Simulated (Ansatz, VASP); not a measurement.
## Ti in VASP and in Ansatz

```
CELL_PARAMETERS angstrom
2.95000 -0.02950 -0.02950
-1.50055 2.56952 -0.01080
-0.04686 -0.04686 4.68600
ATOMIC_POSITIONS crystal
Ti 0.33333 0.66667 0.25000
Ti 0.66667 0.33333 0.75000
```

Change from the starting cell: equal xy, yz and zx shear strains of -2 %.

Alike in both runs: task single point; functional PBEsol; k mesh 13 × 13 × 7; occupations fermi-dirac, width 0.08 eV; no spin polarisation.

|  | VASP | Ansatz |
| --- | --- | --- |
| version | VASP 6.6.1 | Ansatz 0.2.0 |
| potentials or method | VASP PAW PBE potentials, release 64 (Ti_sv), cutoff 520 eV | all-electron LAPW, scalar-relativistic |

Ansatz gave:

- pressure (GPa): -5.8
- traceless stress, the component that is largest in VASP (GPa): 1.23
- rms of the force components (eV/Å): 0.030

Q: What did VASP give for the same quantities?

A: Pressure (GPa): -6.0; traceless stress, the component that is largest in VASP (GPa): 1.22; rms of the force components (eV/Å): 0.030.

VASP's potentials were made for PBE, not for PBEsol. Atom by atom the forces differ by 0.000 eV/Å (rms over components). Ansatz ran all-electron here, and VASP with PAW potentials.
